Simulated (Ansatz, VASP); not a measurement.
SiWSN2: VASP beside Ansatz

The input INCAR:

```
SYSTEM = SiWSN2
PREC = Accurate
ENCUT = 520
EDIFF = 1E-7
ISMEAR = 0
SIGMA = 0.1
LREAL = .FALSE.
LASPH = .TRUE.
NELM = 80
ALGO = Normal
ISIF = 2
LWAVE = .FALSE.
LCHARG = .FALSE.
GGA = PE
NBANDS = 25
```

KPOINTS

```
Automatic mesh
0
G
  4 4 4
  0 0 0
```

The input POSCAR:

```
SiWSN2
1.0
    3.9753013800      0.0000000000      0.0000000000
    0.0000000000      3.9753013800      0.0000000000
    0.0000000000      0.0000000000      3.9753013800
Si W S N
1 1 1 2
Direct
    0.0000000000      0.0000000000      0.0000000000
    0.5000000000      0.5000000000      0.5000000000
    0.0000000000      0.0000000000      0.5000000000
    0.5000000000      0.0000000000      0.0000000000
    0.0000000000      0.5000000000      0.0000000000
```

Input for Ansatz:

```yaml
crystal:
  lattice:
    - [3.97530138, 0.0, 0.0]
    - [0.0, 3.97530138, 0.0]
    - [0.0, 0.0, 3.97530138]
  atoms:
    - { symbol: Si, position: [0.0, 0.0, 0.0] }
    - { symbol: W, position: [0.5, 0.5, 0.5] }
    - { symbol: S, position: [0.0, 0.0, 0.5] }
    - { symbol: "N", position: [0.5, 0.0, 0.0] }
    - { symbol: "N", position: [0.0, 0.5, 0.0] }
basis:
  ecutwfc: 420
kpoints:
  mp_grid: { grid: [4, 4, 4] }
hamiltonian:
  xc: pbe
scf:
  occupations: { method: gaussian, width: 0.1 }
  lower_state_search: "off"
output:
  forces: true
  stress: true
  eigenvalues: true
```

Alike in both runs: task single point; functional PBE; k mesh 4 × 4 × 4; occupations gaussian, width 0.1 eV; no spin polarisation.

|  | VASP | Ansatz |
| --- | --- | --- |
| version | VASP 6.6.1 | Ansatz 0.2.0 |
| potentials or method | VASP PAW PBE potentials, release 64 (Si, W_sv, S, N), cutoff 520 eV | scalar-relativistic, plane waves, PAW |
| valence electrons in the cell | 34 | 34 |

VASP gave:

| Item | Value |
| --- | --- |
| gap on the k mesh at the Fermi level (eV) | none |
| pressure (GPa) | -14.0 |
| traceless stress, the component that is largest in VASP (GPa) | 39.53 |

Problem. What did Ansatz give for the same quantities?

Solution. gap on the k mesh at the Fermi level (eV): none; pressure (GPa): -13.8; traceless stress, the component that is largest in VASP (GPa): 39.97.

A gap of «none» marks a metal or a gap that the smearing closes. With one functional, cell and mesh, what is left measures potentials, basis and numerics.

The k mesh is coarse, so the values compare programs but aren't converged. Spin-orbit coupling is off throughout.
